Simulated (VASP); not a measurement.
# H22CO12 in VASP: further runs, part 2 of 2

VASP 6.6.1. The steps go on from the part before.

**3. Single point, PBEsol**

INCAR reads:

```
SYSTEM = H22CO12
PREC = Accurate
ENCUT = 520
EDIFF = 1E-6
ISMEAR = -1
SIGMA = 0.02
LREAL = Auto
LASPH = .TRUE.
NELM = 60
ALGO = Normal
ISIF = 2
LWAVE = .FALSE.
LCHARG = .TRUE.
GGA = PS
LELF = .TRUE.
LVHAR = .TRUE.
NBANDS = 72
```

KPOINTS reads:

```
regular mesh
0
G
  1 1 1
  0 0 0
```

POSCAR reads:

```
H22CO12
1.0
    7.7854430000      0.0000000000      0.0000000000
    0.0000000000      7.7854430000      0.0000000000
    0.0000000000      0.0000000000      7.7854430000
O H C
12 22 1
Direct
    0.5420115464      0.3842555909      0.6101258464
    0.5688051406      0.4320884502      0.2869586226
    0.5576561282      0.8533618447      0.3123007901
    0.1860138209      0.3590547128      0.8904824041
    0.5195979214      0.6419416339      0.9201274738
    0.0967061219      0.3343547695      0.4388318044
    0.9096463747      0.0101985205      0.2447002695
    0.9350142310      0.0821533213      0.9113675355
    0.5500265046      1.2340723579     -0.0240063411
    0.7693203842      0.0631563291      0.5933894834
   -0.0423996425      0.5624342764      0.6284163920
    0.2265767022      0.6316018241      0.6889267573
    0.6331046287      0.4627225451      0.6777777450
    0.5904609410      0.3646934413      0.5006908406
    0.5101186920      0.3969587858      0.1641781977
    0.5894205378      0.5543807848      0.2422469730
    0.4690420314      0.7688194493      0.3482910349
    0.4722403080      0.9286690558      0.2549887013
    0.2457021392      0.3112346979      0.7818951343
    0.2192168127      0.4768643223      0.8712542112
    0.5629352113      0.7661349521      0.9082720148
    0.4285562170      0.6470280497      0.8424054996
    0.0373132267      0.2785968634      0.3402760768
    0.1872212024      0.3833950104      0.3591574686
    0.8854602108      0.0138335095      0.1187729459
    1.0195309374     -0.0579286240      0.2528308280
    0.9782872985      0.2077852217      0.9040975575
    0.8760837373      0.0747548983      0.7860182137
    0.4842242118      1.2580658544     -0.1317073415
    0.6700582099      1.2520931693     -0.0477943259
    0.6824402927      0.1522842053      0.6030742245
    0.7779261887      0.0382123406      0.4710714599
    0.0164152509      0.4860609730      0.5459419586
    0.0182134787      0.7754857366      0.7796601940
    0.0630278842      0.6641882806      0.6958884677
```

Potentials or basis: VASP PAW PBE potentials, release 64 (O, H, C).

Launch:

```console
$ cat potpaw_PBE.64/O/POTCAR potpaw_PBE.64/H/POTCAR potpaw_PBE.64/C/POTCAR > POTCAR
$ mpirun -np 1 vasp_gam > vasp.out
```

OUTCAR:

```text
SYSTEM = H22CO12
   PREC = Accurate
   ENCUT = 520
   EDIFF = 1E-6
   ISMEAR = -1
   LREAL = Auto
   LASPH = .TRUE.
   NELM = 60
   ISIF = 2
   GGA = PS

 ion  position               nearest neighbor table
   1  0.542  0.384  0.610-  14 0.94  13 1.07
   2  0.569  0.432  0.287-  16 1.03  15 1.09
   3  0.558  0.853  0.312-  18 0.99  17 0.99
   4  0.186  0.359  0.890-  20 0.96  19 1.03
   5  0.520  0.642  0.920-  22 0.93  21 1.03
   6  0.097  0.334  0.439-  23 1.00  24 1.01
   7  0.910  0.010  0.245-  25 1.00  26 1.01
   8  0.935  0.082  0.911-  27 1.04  28 1.08
   9  0.550  0.234  0.976-  30 0.96  29 1.00
[... 330 lines left out ...]
  Total       -5.5131728     -5.5666559     -6.9429599      0.1434920      0.0482366     -0.9576289
  in kB      -18.7181187    -18.8997026    -23.5724788      0.4871788      0.1637711     -3.2513060
  external PRESSURE =     -20.3967667 kB  Pullay stress =       0.0000000 kB

 VOLUME and BASIS-vectors are now :
 -----------------------------------------------------------------------------
  energy-cutoff  :      520.00
  volume of cell :      471.90
      direct lattice vectors                 reciprocal lattice vectors
     7.785443000  0.000000000  0.000000000     0.128444843  0.000000000  0.000000000
     0.000000000  7.785443000  0.000000000     0.000000000  0.128444843  0.000000000
     0.000000000  0.000000000  7.785443000     0.000000000  0.000000000  0.128444843

 POSITION                                       TOTAL-FORCE (eV/Angst)
 -----------------------------------------------------------------------------------
      4.21980      2.99160      4.75010         1.518642      1.486554      4.451410
      4.42840      3.36400      2.23410        -1.408372      1.516472     -4.466229
      4.34160      6.64380      2.43140        -1.954960     -0.272300     -0.258747
      1.44820      2.79540      6.93280         0.992725     -1.894003     -1.626576
      4.04530      4.99780      7.16360         2.790518      2.238600      1.375199
      0.75290      2.60310      3.41650         1.065048      0.439470     -2.548641
[... 27 lines left out ...]
      0.14180      6.03750      6.07000        -0.176326     -0.664671     -0.769647
      0.49070      5.17100      5.41780         5.134935      0.805967      1.889052
 -----------------------------------------------------------------------------------
    total drift:                               -0.009109      0.003306      0.007482

  FREE ENERGIE OF THE ION-ELECTRON SYSTEM (eV)
  ---------------------------------------------------
  free  energy   TOTEN  =      -175.4166215236 eV

  energy  without entropy=     -175.4166215236  energy(sigma->0) =     -175.41662152
```

Wall time 93 s (1 thread of Intel Xeon Platinum 8259CL at 2.50GHz (Skylake/Cascade Lake), shared host); peak memory 0.46 GiB.

What came out:

* Free energy: -175.4166 eV
* Pressure: -2.0 GPa
* Largest force: 5.530 eV/Å
* Band gap on the k mesh: 4.23 eV

Forces on the atoms (eV/Å):
```
O    1.519  1.487  4.451
O   -1.408  1.516 -4.466
O   -1.955 -0.272 -0.259
O    0.993 -1.894 -1.627
O    2.791  2.239  1.375
O    1.065  0.439 -2.549
O    1.396 -0.663  0.320
O   -0.819  2.016 -2.766
O   -1.442 -0.014 -0.202
O    0.151 -0.022  0.691
O   -3.094  0.461 -0.313
O   -2.724  1.370  0.058
H   -2.239 -1.738 -1.636
H    0.537  0.241 -2.288
H    1.537 -0.332  2.521
H    0.151 -1.288  1.157
H    0.879 -0.100  0.407
H    1.009  0.273 -0.102
H   -1.223  0.441  1.610
H   -0.029  1.016  0.033
H   -0.408 -1.984  0.480
H   -2.371 -0.166 -1.998
H   -0.830 -0.523  0.895
H   -0.140 -0.068  1.558
H    0.193  0.261  0.047
H   -1.381  0.822 -0.102
H    0.009 -1.807  0.387
H    0.897 -0.288  1.900
H    0.875 -0.009  0.790
H    0.601 -0.031 -0.277
H   -0.444  0.381  0.135
H    0.307 -0.315 -0.514
H    0.637 -1.590 -0.837
H   -0.176 -0.665 -0.770
C    5.135  0.806  1.889
```

Stress tensor (GPa, compression positive):
```
-1.87  0.05 -0.33
 0.05 -1.89  0.02
-0.33  0.02 -2.36
```

Levels at points of the mesh, in eV from the valence-band top:
| k point | band 47 | band 48 | band 49 | band 50 | band 51 | band 52 |
| --- | --- | --- | --- | --- | --- | --- |
| (0.00, 0.00, 0.00) | -0.27 | -0.06 | 0.00 | 4.23 | 4.52 | 6.14 |

Caveat: the k points lie up to 0.81 Å⁻¹ apart; the PAW data sets were made with another functional, which shifts forces and pressure a little.
